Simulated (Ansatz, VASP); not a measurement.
## AlNi in VASP and in Ansatz

```xyz
2
Lattice="1.9058 -1.9201 0.0000 1.9058 1.9201 0.0000 0.0000 0.0000 3.0469" Properties=species:S:1:pos:R:3 pbc="T T T"
Al    0.0000    0.0000    0.0000
Ni    1.9058    0.0000    1.5234
```

Alike in both runs: task single point; functional PBEsol; k mesh 10 × 10 × 9; occupations gaussian, width 0.1 eV; collinear spin.

|  | VASP | Ansatz |
| --- | --- | --- |
| version | VASP 6.6.1 | Ansatz 0.2.0 |
| potentials or method | VASP PAW PBE potentials, release 64 (Al, Ni), cutoff 520 eV | plane waves, PAW |
| valence electrons in the cell | 13 | 21 |

```csv
,VASP,Ansatz,Ansatz less VASP
net moment per atom (μB),0.00,0.00,0.000
```

VASP's potentials were made for PBE, not for PBEsol. With one functional, cell and mesh, what is left measures potentials, basis and numerics. VASP's potentials hold 13 valence electrons a cell and Ansatz's 21, so a difference there can come from the potentials and not from the codes. Ansatz's warnings: seeded moment not kept.
